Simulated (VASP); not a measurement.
Crystal: C.

```
CELL_PARAMETERS angstrom
2.46400 0.00000 0.00000
-1.23200 2.13389 0.00000
0.00000 0.00000 6.71100
ATOMIC_POSITIONS crystal
C 0.00000 0.00000 0.25000
C 0.00000 0.00000 0.75000
C 0.33333 0.66667 0.25000
C 0.66667 0.33333 0.75000
```

```yaml
Program: VASP 6.6.1
Task: relaxation of cell and atoms
Functional: PBE
Potentials_or_basis: VASP PAW PBE potentials, release 64 (C)
Cutoff: 600 eV
k_mesh: 20 × 20 × 6
Occupations: gaussian, width 0.05 eV
Spin: no spin polarisation
```

At the start: pressure 1.8 GPa; volume 8.82 Å³/atom.

Q: Where does the relaxation end?

A: Over 13 steps the energy falls by 12.1 meV/atom and the volume is 10.40 Å³/atom (+17.9 %); space group P6_3/mmc (No. 194, to 0.1 Å) before and after.

The path:
```csv
step,energy change (eV),largest force (eV/Å),pressure (GPa),volume (Å³)
1,0.0000,0.0000,1.77,35.29
2,-0.0050,0.0000,-0.56,35.79
3,-0.0058,0.0000,-2.00,36.11
4,-0.0074,0.0000,-1.95,36.19
5,-0.0121,0.0000,-1.81,36.45
6,-0.0203,0.0000,-1.51,36.95
7,-0.0326,0.0000,-0.88,37.96
8,-0.0456,0.0000,0.36,39.96
9,-0.0359,0.0000,2.36,43.92
10,-0.0476,0.0000,0.96,41.00
11,-0.0476,0.0000,1.07,41.21
12,-0.0472,0.0000,-1.37,42.14
13,-0.0483,0.0000,-0.01,41.61
```

Final structure:
```
C
1.0
     2.46716    0.00000    0.00000
    -1.23358    2.13662    0.00000
     0.00000    0.00000    7.89423
C
4
Direct
  0.00000 0.00000 0.25000
  0.00000 0.00000 0.75000
  0.33333 0.66667 0.25000
  0.66667 0.33333 0.75000
```

Caveat: the volume moved by over 15 % at a fixed basis, so the end points are rough; this functional lacks dispersion, which binds layers or chains, so the pressure and a relaxed spacing across them are unreliable.
